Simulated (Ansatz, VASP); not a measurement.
Given: the input of a run of Ansatz 0.2.0 on AlNi.

File input.yaml:

```yaml
crystal:
  lattice:
    - [1.8991177115, -1.9133179386, 0.0]
    - [1.8991177115, 1.9133179386, 0.0]
    - [0.0, 0.0, 3.0361586134]
  atoms:
    - { symbol: Ni, position: [0.5, 0.5, 0.5], spin: 1.0 }
    - { symbol: Al, position: [0.0, 0.0, 0.0] }
hamiltonian:
  xc: pbe
  pseudopotentials: { kind: paw }
magnetization:
  spin_polarized: true
kpoints:
  mp_grid: { grid: [10, 10, 9] }
scf:
  occupations: { method: fermi_dirac, width: 0.05 }
output:
  forces: true
  stress: true
  eigenvalues: true
```

Potentials or basis: Ansatz PAW.

The run is started by

```sh
$ ansatz run input.yaml --threads 2 --pin off --max-ram 5120MiB --backend cpu --events-out ev --progress --plain --runs-dir out
```

Problem. Set up the same calculation for VASP 6.6.1. Potentials there: VASP PAW PBE potentials, release 64 (Ni, Al).

Solution. As run (the cutoff follows the program's own potentials):

INCAR

```
SYSTEM = AlNi
ALGO     = Normal         ! electronic algorithm
EDIFF    = 1E-6           ! SCF threshold, eV
ENCUT    = 520            ! plane-wave cutoff, eV
GGA      = PE             ! functional
ISIF     = 2              ! what is computed and relaxed
ISMEAR   = -1             ! smearing method
ISPIN    = 2              ! spin polarisation
LASPH    = .TRUE.         ! aspherical terms in the spheres
LCHARG   = .FALSE.        ! write CHGCAR
LMAXMIX  = 4              ! l up to which the mixer works
LORBIT   = 11             ! projections on sites
LREAL    = .FALSE.        ! projectors in reciprocal space
LWAVE    = .FALSE.        ! write WAVECAR
MAGMOM   = 1 0            ! initial moments
NBANDS   = 18             ! bands
NELM     = 150            ! most SCF steps
PREC     = Accurate       ! precision mode
SIGMA    = 0.05           ! smearing width, eV
```

The input KPOINTS:

```
k-points
0
G
  10 10 9
  0 0 0
```

The input POSCAR:

```
AlNi
1.0
    1.8991177115     -1.9133179386      0.0000000000
    1.8991177115      1.9133179386      0.0000000000
    0.0000000000      0.0000000000      3.0361586134
Ni Al
1 1
Direct
    0.5000000000      0.5000000000      0.5000000000
    0.0000000000      0.0000000000      0.0000000000
```

Potentials or basis: VASP PAW PBE potentials, release 64 (Ni, Al).

Run with:

```sh
$ cat potpaw_PBE.64/Ni/POTCAR potpaw_PBE.64/Al/POTCAR > POTCAR
$ mpirun -np 1 vasp_std > vasp.out
```

Both were run:

|  | VASP | Ansatz | Ansatz less VASP |
| --- | --- | --- | --- |
| gap on the k mesh at the Fermi level (eV) | none | none | - |
| pressure (GPa) | 18.9 | 18.9 | +0.06 |
| traceless stress, the component that is largest in VASP (GPa) | -5.67 | -5.53 | +0.146 |
| net moment per atom (μB) | 0.00 | 0.00 | 0.000 |

A gap of «none» marks a metal or a gap that the smearing closes. VASP's potentials hold 13 valence electrons a cell and Ansatz's 21, so a difference there can come from the potentials and not from the codes.
